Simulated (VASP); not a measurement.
Set up this calculation in VASP 6.6.1, as the native input.

```yaml
Task: relaxation of cell and atoms
Functional: revPBE
Potentials_or_basis: VASP PAW PBE potentials, release 64 (Hf_pv)
Cutoff: 600 eV
k_mesh: 10 × 10 × 10
Occupations: fermi-dirac, width 0.05 eV
Spin: no spin polarisation
Dipole_correction: no
Further_INCAR_settings: ALGO = Normal; EDIFF = 1e-07; IBRION = 2; EDIFFG = -0.01; NSW = 60; ISIF = 3
```

The structure of Hf lies in POSCAR:

```
Hf
1.0
    0.0000000000      2.2200000000      2.2200000000
    2.2200000000      0.0000000000      2.2200000000
    2.2200000000      2.2200000000      0.0000000000
Hf
1
Direct
    0.0000000000      0.0000000000      0.0000000000
```

These files were run (other wordings do the same):

INCAR

```
PREC = Accurate
ENCUT = 600
EDIFF = 1E-7
ISMEAR = -1
SIGMA = 0.05
LREAL = F
LASPH = T
NELM = 60
ALGO = Normal
ISIF = 3
LWAVE = F
LCHARG = F
GGA = RE
IBRION = 2
NSW = 60
EDIFFG = -0.01
```

KPOINTS

```
regular mesh
0
Gamma
  10 10 10
```

Potentials or basis: VASP PAW PBE potentials, release 64 (Hf_pv).

Command:

```bash
$ cat potpaw_PBE.64/Hf_pv/POTCAR > POTCAR
$ mpirun -np 1 vasp_std > vasp.out
```

It gave:

```
Relaxed volume                         : 22.89 Å³/atom
Relaxed cell                           : a = 3.187 Å, b = 3.187 Å, c = 3.187 Å, α = 60.00°, β = 60.00°, γ = 60.00°
Space group after relaxing (to 0.05 Å) : Fm-3m (No. 225)
Energy gained by relaxing              : 14.2 meV/atom
Ionic steps                            : 3
Pressure after relaxing                : 0.0 GPa
Band gap on the k mesh                 : zero (band 5 reaches 6.07 eV, above the bottom of band 6 at 4.27 eV)
```

Caveat: the PAW data sets were made with another functional, which shifts forces and pressure a little; spin-orbit coupling is left out, which moves the levels of the heavy elements.

Run time: 51 s on 1 thread of Intel Xeon 8259CL, on a shared host, peak memory 0.17 GiB.
